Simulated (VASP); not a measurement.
Write the native input for VASP 6.6.1 that does the following.

```yaml
Task: single point
Functional: PBE
Potentials_or_basis: VASP PAW PBE potentials, release 64 (Zn, O)
Cutoff: 520 eV
k_mesh: 4 × 4 × 6
Occupations: gaussian, width 0.02 eV
Spin: no spin polarisation
Dipole_correction: no
Further_INCAR_settings: ALGO = Normal; EDIFF = 1e-06; NBANDS = 46
```

The structure of ZnO lies in POSCAR:

```
ZnO
1.0
    5.6082864050      0.0000000000      0.0000000000
    0.0000000000      5.6082864050      0.0000000000
    0.0000000000      0.0000000000      3.2789067894
Zn O
4 4
Direct
    0.1816889920      0.1816889920      0.5000000000
    0.8183110080      0.8183110080      0.5000000000
    0.6816889920      0.3183110080      0.0000000000
    0.3183110080      0.6816889920      0.0000000000
    0.8184131457      0.1815868543      0.5000000000
    0.1815868543      0.8184131457      0.5000000000
    0.6815868543      0.6815868543      0.0000000000
    0.3184131457      0.3184131457      0.0000000000
```

The input as run:

INCAR

```
SYSTEM = ZnO
PREC     = Accurate       ! precision mode
ENCUT    = 520            ! plane-wave cutoff, eV
EDIFF    = 1E-6           ! SCF threshold, eV
ISMEAR   = 0              ! smearing method
SIGMA    = 0.02           ! smearing width, eV
LREAL    = .False.        ! projectors in reciprocal space
LASPH    = .True.         ! aspherical terms in the spheres
NELM     = 80             ! most SCF steps
ALGO     = Normal         ! electronic algorithm
ISIF     = 2              ! what is computed and relaxed
LWAVE    = .False.        ! write WAVECAR
LCHARG   = .False.        ! write CHGCAR
GGA      = PE             ! functional
NBANDS   = 46             ! bands
```

KPOINTS

```
regular mesh
0
Gamma
  4 4 6
  0 0 0
```

Potentials or basis: VASP PAW PBE potentials, release 64 (Zn, O).

Run with:

```bash
$ cat potpaw_PBE.64/Zn/POTCAR potpaw_PBE.64/O/POTCAR > POTCAR
$ mpirun -np 1 vasp_std > vasp.out
```

Results of the run:

* Pressure: 0.8 GPa
* Largest force: 0.007 eV/Å
* Band gap on the k mesh: 0.74 eV

Wall time 45 s on 1 thread of Intel(R) Xeon(R) 6975P-C (Granite Rapids), on a shared host, peak memory 0.24 GiB.
